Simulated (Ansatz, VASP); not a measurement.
**AgCl in VASP and in Ansatz**

The input INCAR:

```
SYSTEM = AgCl
ALGO = Normal
EDIFF = 1E-8
ENCUT = 520
GGA = PE
ISIF = 2
ISMEAR = -1
LASPH = .TRUE.
LCHARG = .FALSE.
LEFG = .TRUE.
LREAL = .FALSE.
LWAVE = .FALSE.
NBANDS = 16
NELM = 80
PREC = Accurate
SIGMA = 0.01
```

KPOINTS

```
k-points
0
G
  9 9 9
  0 0 0
```

The input POSCAR:

```
AgCl
1.0
    3.4339730000      0.0000000000      0.0000000000
    0.0000000000      3.4339730000      0.0000000000
    0.0000000000      0.0000000000      3.5369921900
Ag Cl
1 1
Direct
    0.0000000000      0.0000000000      0.0000000000
    0.5000000000      0.5000000000      0.5000000000
```

Input for Ansatz:

```yaml
crystal:
  lattice:
    - [3.433973, 0.0, 0.0]
    - [0.0, 3.433973, 0.0]
    - [0.0, 0.0, 3.53699219]
  atoms:
    - { symbol: Ag, position: [0.0, 0.0, 0.0] }
    - { symbol: Cl, position: [0.5, 0.5, 0.5] }
kpoints:
  mp_grid: { grid: [9, 9, 9] }
scf:
  occupations: { method: fermi_dirac, width: 0.01 }
hamiltonian:
  xc: pbe
  pseudopotentials: { kind: all_electron, datasets: crystal }
output:
  forces: true
  stress: true
  eigenvalues: true
  efg: { contact_densities: true }
```

Change from the starting cell: zz strain of +3 %, crystal datasets.

Alike in both runs: task electric field gradients; functional PBE; k mesh 9 × 9 × 9; occupations fermi-dirac, width 0.01 eV; no spin polarisation.

|  | VASP | Ansatz |
| --- | --- | --- |
| version | VASP 6.6.1 | Ansatz 0.2.0 |
| potentials or method | VASP PAW PBE potentials, release 64 (Ag, Cl), cutoff 520 eV | all-electron PAW with datasets made for the crystal, scalar-relativistic |

|  | VASP | Ansatz | Ansatz less VASP |
| --- | --- | --- | --- |
| gap on the k mesh at the Fermi level (eV) | 0.57 | 0.57 | +0.002 |
| pressure (GPa) | -1.5 | -1.4 | +0.12 |
| traceless stress, the component that is largest in VASP (GPa) | -0.89 | -0.89 | +0.001 |
| size of Vzz on the site where it differs most (V/Å²) | 2.8 | 3.7 | +0.87 |

Ansatz ran all-electron here, and VASP with PAW potentials.
